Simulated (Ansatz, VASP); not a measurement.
One calculation of Hg, two programs

```xyz
3
Lattice="4.5400 0.0000 0.0000 -2.2700 3.9318 0.0000 0.0000 0.0000 3.8700" Properties=species:S:1:pos:R:3 pbc="T T T"
Hg    0.0000    2.6212    1.9350
Hg    0.0000    0.0000    0.0000
Hg    2.2700    1.3106    1.9350
```

Alike in both runs: task single point; functional PBE; k mesh 3 × 3 × 2; no spin polarisation.

```csv
,VASP,Ansatz
version,VASP 6.6.1,Ansatz 0.2.0
potentials or method,"VASP PAW PBE potentials, release 64 (Hg)","scalar-relativistic, plane waves, PAW"
plane-wave cutoff (eV),520,420
occupations,"fermi-dirac, width 0.025852 eV",fermi-dirac
valence electrons in the cell,36,60
```

```tsv
	VASP	Ansatz	Ansatz less VASP
gap on the k mesh at the Fermi level (eV)	none	none	-
pressure (GPa)	10.4	9.7	-0.74
traceless stress, the component that is largest in VASP (GPa)	-10.75	-10.20	+0.558
```

A gap of «none» marks a metal or a gap that the smearing closes. VASP's potentials hold 36 valence electrons a cell and Ansatz's 60, so a difference there can come from the potentials and not from the codes.

The k mesh is coarse, so the values compare programs but aren't converged. Spin-orbit coupling is off throughout.
